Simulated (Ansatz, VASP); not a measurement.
# One calculation of Sn, two programs

Contents of INCAR:

```
ALGO = Fast
EDIFF = 1E-6
ENCUT = 520
GGA = PS
ISIF = 2
ISMEAR = 0
IVDW = 12
LASPH = True
LCHARG = False
LREAL = False
LWAVE = False
NBANDS = 13
NELM = 100
PREC = Accurate
SIGMA = 0.15
```

The input KPOINTS:

```
k-points
0
Gamma
  20 20 20
```

File POSCAR:

```
Sn
1.0
   -1.7265390000      1.7755470000      2.2448083200
    1.7265390000     -1.7755470000      2.2448083200
    1.7265390000      1.7755470000     -2.2448083200
Sn
1
Direct
    0.0000000000      0.0000000000      0.0000000000
```

Input for Ansatz:

```yaml
crystal:
  lattice:
    - [-1.726539, 1.775547, 2.24480832]
    - [1.726539, -1.775547, 2.24480832]
    - [1.726539, 1.775547, -2.24480832]
  atoms:
    - { symbol: Sn, position: [0.0, 0.0, 0.0] }
basis:
  ecutwfc: 420
kpoints:
  mp_grid: { grid: [20, 20, 20] }
hamiltonian:
  xc: pbesol
  dispersion: d3bj
scf:
  occupations: { method: gaussian, width: 0.15 }
output:
  forces: true
  stress: true
  eigenvalues: true
```

Change from the starting cell: strain +0.000 along x and y, -0.040 along z, atoms carried along.

Alike in both runs: task single point; functional PBEsol; dispersion D3(BJ); k mesh 20 × 20 × 20; occupations gaussian, width 0.15 eV; no spin polarisation.

|  | VASP | Ansatz |
| --- | --- | --- |
| version | VASP 6.6.1 | Ansatz 0.2.0 |
| potentials or method | VASP PAW PBE potentials, release 64 (Sn_d), cutoff 520 eV | scalar-relativistic, plane waves, PAW |
| valence electrons in the cell | 14 | 14 |

|  | VASP | Ansatz | Ansatz less VASP |
| --- | --- | --- | --- |
| gap on the k mesh at the Fermi level (eV) | none | none | - |
| pressure (GPa) | -4.3 | -4.3 | +0.01 |
| traceless stress, the component that is largest in VASP (GPa) | 0.41 | 0.41 | +0.001 |

VASP's potentials were made for PBE, not for PBEsol. A gap of «none» marks a metal or a gap that the smearing closes.
